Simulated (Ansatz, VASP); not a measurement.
## MgS in VASP and in Ansatz

```xyz
4
Lattice="4.0346 0.0000 0.0000 -2.0173 3.4941 0.0000 0.0000 0.0000 6.4323" Properties=species:S:1:pos:R:3 pbc="T T T"
Mg    2.0173    1.1647    3.1888
Mg    0.0000    2.3294    6.4050
S     0.0000    2.3294    2.4394
S     2.0173    1.1647    5.6556
```

Alike in both runs: task single point; functional PBE; k mesh 6 × 6 × 2; occupations gaussian, width 0.1 eV; no spin polarisation.

|  | VASP | Ansatz |
| --- | --- | --- |
| version | VASP 6.6.1 | Ansatz 0.2.0 |
| potentials or method | VASP PAW PBE potentials, release 64 (Mg, S), cutoff 520 eV | scalar-relativistic, plane waves, PAW |
| valence electrons in the cell | 16 | 32 |

|  | VASP | Ansatz | Ansatz less VASP |
| --- | --- | --- | --- |
| gap on the k mesh at the Fermi level (eV) | 3.43 | 3.44 | +0.008 |
| least direct gap on the mesh (eV) | 3.43 | 3.44 | +0.008 |
| pressure (GPa) | 0.9 | 1.1 | +0.15 |
| traceless stress, the component that is largest in VASP (GPa) | -0.17 | -0.18 | -0.010 |
| rms of the force components (eV/Å) | 0.028 | 0.028 | -0.0005 |

Atom by atom the forces differ by 0.000 eV/Å (rms over components). VASP's potentials hold 16 valence electrons a cell and Ansatz's 32, so a difference there can come from the potentials and not from the codes.

The k mesh is coarse, so the values compare programs but aren't converged.
